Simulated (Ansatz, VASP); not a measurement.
## Co: VASP beside Ansatz

Contents of INCAR:

```
SYSTEM = Co
PREC = Accurate
ENCUT = 520
EDIFF = 1E-6
ISMEAR = -1
SIGMA = 0.1
LREAL = .FALSE.
LASPH = .TRUE.
NELM = 150
ALGO = Normal
ISIF = 2
LWAVE = .FALSE.
LCHARG = .FALSE.
ISPIN = 2
MAGMOM = 1 -1
LORBIT = 11
LMAXMIX = 4
GGA = PE
NBANDS = 20
```

File KPOINTS:

```
regular mesh
0
G
  1 1 1
  0 0 0
```

POSCAR

```
Co
1.0
    8.0999919000      0.0000000000      0.0000000000
    0.0000000000      8.3999916000      0.0000000000
    0.0000000000      0.0000000000      9.5999904000
Co
2
Direct
    0.5000000000      0.5000000000      0.3735000000
    0.5000000000      0.5000000000      0.6265000000
```

Input for Ansatz:

```yaml
crystal:
  lattice:
    - [8.0999919, 0.0, 0.0]
    - [0.0, 8.3999916, 0.0]
    - [0.0, 0.0, 9.5999904]
  atoms:
    - { symbol: Co, position: [0.5, 0.5, 0.3735], spin: 1 }
    - { symbol: Co, position: [0.5, 0.5, 0.6265], spin: -1 }
hamiltonian:
  xc: pbe
  pseudopotentials: { kind: paw }
kpoints:
  mp_grid: { grid: [1, 1, 1], shift: [0, 0, 0] }
magnetization:
  spin_polarized: true
scf:
  occupations: { method: fermi_dirac }
```

Alike in both runs: task single point; functional PBE; k mesh 1 × 1 × 1; collinear spin.

|  | VASP | Ansatz |
| --- | --- | --- |
| version | VASP 6.6.1 | Ansatz development build ahead of 0.2.0 |
| potentials or method | VASP PAW PBE potentials, release 64 (Co) | PAW (an earlier, plane waves, scalar-relativistic |
| plane-wave cutoff (eV) | 520 | 900 |
| occupations | fermi-dirac, width 0.1 eV | fermi-dirac |

```tsv
	VASP	Ansatz	Ansatz less VASP
net moment per atom (μB)	0.00	0.00	0.000
size of the moment on the site where the two differ most (μB)	1.95	1.88	-0.067
```

Site moments also hang on the region over which each program counts them. Ansatz's warnings: reached outside group, stability check not made.
